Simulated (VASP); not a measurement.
PCS4:

```
P C S
1.0
     3.29013    0.00000    0.00000
     0.00000    3.29013    0.00000
     0.00000    0.00000   12.62148
P C S
1 1 4
Cartesian
  0.0000 0.0000 0.0000
  1.6451 1.6451 6.3107
  1.6451 1.6451 2.2841
  0.0000 0.0000 8.2349
  0.0000 0.0000 4.3865
  1.6451 1.6451 10.3373
```

```yaml
Program: VASP 6.6.1
Task: relaxation of cell and atoms
Functional: PBE
Dispersion: D3(BJ)
Potentials_or_basis: VASP PAW PBE potentials, release 64 (P, C, S)
Cutoff: 600 eV
k_mesh: 6 × 6 × 2
Occupations: gaussian, width 0.1 eV
Spin: no spin polarisation
```

At the start: pressure -16.4 GPa; volume 22.77 Å³/atom.

Question: Where does the relaxation end?

Answer: Over 19 steps the energy falls by 1065.4 meV/atom and the volume is 15.59 Å³/atom (-31.5 %); space group P4/mmm (No. 123, to 0.05 Å).

The path:
```tsv
step	energy change (eV)	largest force (eV/Å)	pressure (GPa)	volume (Å³)
1	0.0000	0.6448	-16.44	136.63
2	-4.0189	1.0148	-10.40	95.39
3	-4.6102	1.4072	-1.23	82.21
4	-4.6297	1.4109	3.63	78.42
5	-4.6357	1.3376	2.28	79.65
6	-5.2614	1.1005	7.89	76.32
7	-5.3377	1.0178	9.02	74.73
8	-5.0723	0.6857	17.52	71.27
9	-5.3430	0.9375	10.29	73.86
10	-5.8649	1.0997	-0.12	83.08
11	-5.9118	1.1599	-2.43	86.41
12	-6.0998	1.0857	2.09	87.55
13	-6.1088	0.4824	0.87	87.37
14	-6.3200	0.3792	2.40	89.21
15	-6.3556	0.4933	1.74	90.20
16	-6.3835	0.4917	-0.41	93.50
17	-6.3855	0.3695	0.20	92.78
18	-6.3873	0.2519	-0.20	94.23
19	-6.3926	0.0040	-0.03	93.53
```

Final structure:
```
CELL_PARAMETERS angstrom
3.06418 0.00000 0.00000
0.00000 3.06418 0.00000
0.00000 0.00000 9.96168
ATOMIC_POSITIONS crystal
P 0.00000 0.00000 0.00000
C 0.50000 0.50000 0.50000
S 0.50000 0.50000 0.14567
S 0.00000 0.00000 0.60359
S 0.00000 0.00000 0.39641
S 0.50000 0.50000 0.85433
```

Caveat: the volume moved by over 15 % at a fixed basis, so the end points are rough; pairwise dispersion overbinds metals, which lowers pressure and volume.
